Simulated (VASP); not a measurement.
NaCl, 2 atoms in the cell. It takes space group Fm-3m (No. 225, cubic). The conventional cell has a = 5.588 Å, b = 5.588 Å, c = 5.588 Å, α = 90.00°, β = 90.00°, γ = 90.00°. Within 3.7 Å of Cl (site symmetry m-3m) lie 6 Na at 2.79 Å. Na (site symmetry m-3m) has 6 Cl at 2.79 Å within 3.7 Å. 

- Program: VASP 6.6.1
- Task: relaxation of cell and atoms
- Functional: PBE
- Dispersion: D4
- Potentials or basis: VASP PAW PBE potentials, release 64 (Cl, Na_pv)
- Cutoff: 600 eV
- k mesh: 8 × 8 × 8
- Occupations: fermi-dirac, width 0.05 eV
- Spin: no spin polarisation
- Dipole correction: no
- Further INCAR settings: ALGO = Normal; EDIFF = 1e-07; IBRION = 2; EDIFFG = -0.01; NSW = 60; ISIF = 3

Potentials or basis: VASP PAW PBE potentials, release 64 (Cl, Na_pv).

Launch:

```console
$ cat potpaw_PBE.64/Cl/POTCAR potpaw_PBE.64/Na_pv/POTCAR > POTCAR
$ mpirun -np 1 vasp_std > vasp.out
```

Hardware: 1 thread of Intel(R) Xeon(R) 6975P-C (Granite Rapids) (shared host).

Task: Estimate the wall time of this run.

Result: Wall time 16 s on 1 thread of Intel(R) Xeon(R) 6975P-C (Granite Rapids), on a shared host, peak memory 0.17 GiB. Counts: scf iterations 33, k points 29, ion steps 3.
